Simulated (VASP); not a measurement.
A run of VASP 6.6.1 is set up as follows.

Contents of INCAR:

```
SYSTEM = TiTe2
  PREC = Accurate
  ENCUT = 520
  EDIFF = 1E-6
  ISMEAR = 0
  SIGMA = 0.1
  LREAL = .False.
  LASPH = .True.
  NELM = 80
  ALGO = Normal
  ISIF = 2
  LWAVE = .False.
  LCHARG = .False.
  GGA = PE
  NBANDS = 19
```

KPOINTS

```
Automatic mesh
0
Gamma
  12 12 8
  0 0 0
```

POSCAR

```
TiTe2
1.0
    3.7413588762      0.0000000000      0.0000000000
   -1.8706794381      3.2401118314      0.0000000000
    0.0000000000      0.0000000000      6.5804929892
Ti Te
1 2
Direct
    0.0000000000      0.0000000000      0.0000000000
    0.6666666667      0.3333333333      0.2627602961
    0.3333333333      0.6666666667      0.7372397039
```

Potentials or basis: VASP PAW PBE potentials, release 64 (Ti_sv, Te).

Run with:

```console
$ cat potpaw_PBE.64/Ti_sv/POTCAR potpaw_PBE.64/Te/POTCAR > POTCAR
$ mpirun -np 1 vasp_std > vasp.out
```

What does it give for the band gap on the k mesh?

Zero (band 12 reaches 7.32 eV, above the bottom of band 13 at 6.58 eV).

What does it give for the largest force?

0.009 eV/Å.

Forces in eV/Å, atoms in the order of the input:
```
Ti   0.000  0.000  0.000
Te   0.000  0.000  0.009
Te   0.000  0.000 -0.009
```

Caveat: spin-orbit coupling is left out, which moves the levels of the heavy elements.
